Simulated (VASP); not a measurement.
Input of a VASP 6.6.1 run:

Contents of INCAR:

```
SYSTEM = InSb
PREC = Accurate ; ENCUT = 500
EDIFF = 1E-6 ; ISMEAR = 0
SIGMA = 0.1 ; LREAL = .FALSE.
LASPH = .TRUE. ; NELM = 120
ALGO = Normal ; ISIF = 2
LWAVE = .FALSE. ; LCHARG = .FALSE.
GGA = PS ; NBANDS = 16
GGA_COMPAT = .FALSE.
```

File KPOINTS:

```
Automatic mesh
0
G
  14 14 14
  0 0 0
```

File POSCAR:

```
InSb
1.0
    0.0000000000      3.2600832436      3.2600832436
    3.2600832436      0.0000000000      3.2600832436
    3.2600832436      3.2600832436      0.0000000000
In Sb
1 1
Direct
    0.0000000000      0.0000000000      0.0000000000
    0.2500000000      0.2500000000      0.2500000000
```

Potentials or basis: VASP PAW PBE potentials, release 64 (In_d, Sb).

The run is started by

```bash
$ cat potpaw_PBE.64/In_d/POTCAR potpaw_PBE.64/Sb/POTCAR > POTCAR
$ mpirun -np 1 vasp_std > vasp.out
```

Question: What does it give for the band gap on the k mesh?

Answer: Zero (filled and empty bands touch).

Question: What does it give for the pressure?

Answer: 0.0 GPa.

Caveat: the PAW data sets were made with another functional, which shifts forces and pressure a little; spin-orbit coupling is left out, which moves the levels of the heavy elements.
